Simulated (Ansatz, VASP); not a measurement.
## One calculation of Al, two programs

```
Al
1.0
     0.00000    1.99317    1.99317
     1.99317    0.00000    1.99317
     1.99317    1.99317    0.00000
Al
1
Direct
  0.00000 0.00000 0.00000
```

Alike in both runs: functional LDA; k mesh 8 × 8 × 8; occupations gaussian, width 0.1 eV; no spin polarisation.

Ansatz relaxed the structure, and its values are those at the end. VASP's run is a single point on that final structure, the one shown.

```csv
,VASP,Ansatz
version,VASP 6.6.1,Ansatz 0.2.0
potentials or method,"VASP PAW LDA potentials, release 64 (Al)","scalar-relativistic, plane waves, PAW"
plane-wave cutoff (eV),520,420
valence electrons in the cell,3,3
```

Ansatz gave:

- gap on the k mesh at the Fermi level (eV): none
- pressure (GPa): 0.0

**Question.** What did VASP give for the same quantities?

**Answer.** gap on the k mesh at the Fermi level (eV): none; pressure (GPa): 0.1.

LDA's correlation is that of Perdew and Zunger in VASP and of Perdew and Wang (1992) in Ansatz. A gap of «none» marks a metal or a gap that the smearing closes.
